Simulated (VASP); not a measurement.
## CdF2: single point with BLYP

Crystal: CdF2.

```
CELL_PARAMETERS angstrom
0.00000 2.78475 2.78475
2.78475 0.00000 2.78475
2.78475 2.78475 0.00000
ATOMIC_POSITIONS crystal
Cd 0.00000 0.00000 0.00000
F 0.25000 0.25000 0.25000
F 0.75000 0.75000 0.75000
```

This cell differs from its parent crystal: volume scaled by 1.02.

- Program: VASP 6.6.1
- Task: single point
- Functional: BLYP
- Potentials or basis: VASP PAW PBE potentials, release 64 (Cd, F)
- Cutoff: 520 eV
- k mesh: 8 × 8 × 8
- Occupations: gaussian, width 0.05 eV
- Spin: no spin polarisation

```json
{
 "Pressure": "-1.2 GPa",
 "Band gap on the k mesh": "2.77 eV, indirect (least direct gap 3.35 eV)"
}
```

Levels at points of the mesh, in eV from the valence-band top:
| k point | band 9 | band 10 | band 11 | band 12 | band 13 | band 14 | band 15 | band 16 | band 17 | band 18 |
| --- | --- | --- | --- | --- | --- | --- | --- | --- | --- | --- |
| (0.00, 0.00, 0.00) | -0.75 | -0.75 | -0.58 | -0.58 | -0.58 | 2.77 | 12.22 | 12.22 | 12.22 | 16.85 |
| (0.50, 0.00, 0.00) | -1.86 | -1.49 | -1.49 | -0.43 | -0.43 | 6.41 | 8.89 | 13.64 | 13.64 | 17.57 |
| (0.50, 0.50, 0.00) | -2.46 | -2.46 | -0.34 | -0.08 | -0.08 | 7.16 | 9.19 | 11.84 | 13.41 | 13.41 |

Run time: 32 s on 1 thread of Intel(R) Xeon(R) Platinum 8488C (Sapphire Rapids), with other jobs on the host, peak memory 0.18 GiB.

Caveat: the PAW data sets were made with another functional, which shifts forces and pressure a little. A k mesh can miss the band edges.
